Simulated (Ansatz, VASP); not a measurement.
# Two plane-wave programs on SiC

```
CELL_PARAMETERS angstrom
3.04647 0.00000 0.00000
-1.52323 2.63832 0.00000
0.00000 0.00000 9.97493
ATOMIC_POSITIONS crystal
Si 0.66667 0.33333 0.93784
Si 0.33333 0.66667 0.43784
Si 0.00000 0.00000 0.68789
Si 0.00000 0.00000 0.18789
C 0.66667 0.33333 0.74980
C 0.33333 0.66667 0.24980
C 0.00000 0.00000 0.50047
C 0.00000 0.00000 0.00047
```

Alike in both runs: task single point; functional r2SCAN; k mesh 9 × 9 × 2; no spin polarisation.

|  | VASP | Ansatz |
| --- | --- | --- |
| version | VASP 6.6.1 | Ansatz 0.2.0 |
| potentials or method | VASP PAW PBE potentials, release 64 (Si, C) | plane waves, PAW |
| plane-wave cutoff (eV) | 520 | 500 |
| occupations | gaussian, width 0.01 eV | fixed |
| valence electrons in the cell | 32 | 32 |

|  | VASP | Ansatz | Ansatz less VASP |
| --- | --- | --- | --- |
| gap on the k mesh at the Fermi level (eV) | 2.75 | 2.74 | -0.012 |
| pressure (GPa) | 7.1 | 7.4 | +0.21 |
| traceless stress, the component that is largest in VASP (GPa) | -0.08 | -0.09 | -0.009 |
| rms of the force components (eV/Å) | 0.003 | 0.004 | +0.0006 |

VASP's potentials were made for PBE, not for r2SCAN. Atom by atom the forces differ by 0.001 eV/Å (rms over components).
